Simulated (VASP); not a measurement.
Wanted: the native input for a VASP 6.6.1 run.

```
Task                   : single point
Functional             : PBE
Potentials or basis    : VASP PAW PBE potentials, release 64 (Si)
Cutoff                 : 520 eV
k mesh                 : 6 × 6 × 6
Occupations            : gaussian, width 0.01 eV
Spin                   : no spin polarisation
Dipole correction      : no
Further INCAR settings : ALGO = Normal; EDIFF = 1e-06; NBANDS = 11
```

The structure of Si lies in POSCAR:

```
Si
1.0
    0.0000000000      2.6953476392      2.6953476392
    2.6953476392      0.0000000000      2.6953476392
    2.6953476392      2.6953476392      0.0000000000
Si
2
Direct
    0.7500000000      0.7500000000      0.7500000000
    0.5000000000      0.5000000000      0.5000000000
```

These files were run (other wordings do the same):

INCAR

```
  ALGO = Normal
  EDIFF = 1E-6
  ENCUT = 520
  GGA = PE
  ISIF = 2
  ISMEAR = 0
  LASPH = True
  LCHARG = True
  LELF = True
  LREAL = False
  LVHAR = True
  LWAVE = False
  NBANDS = 11
  NELM = 80
  PREC = Accurate
  SIGMA = 0.01
```

KPOINTS

```
k-points
0
Gamma
  6 6 6
```

Potentials or basis: VASP PAW PBE potentials, release 64 (Si).

Run with:

```console
$ cat potpaw_PBE.64/Si/POTCAR > POTCAR
$ mpirun -np 1 vasp_std > vasp.out
```

Results of the run:

```json
{
  "Pressure": "4.3 GPa",
  "Band gap on the k mesh": "0.66 eV, indirect (least direct gap 2.57 eV)"
}
```

Wall time 3.6 s on 1 thread of Intel(R) Xeon(R) 6975P-C (Granite Rapids), with other jobs on the host, peak memory 0.14 GiB.
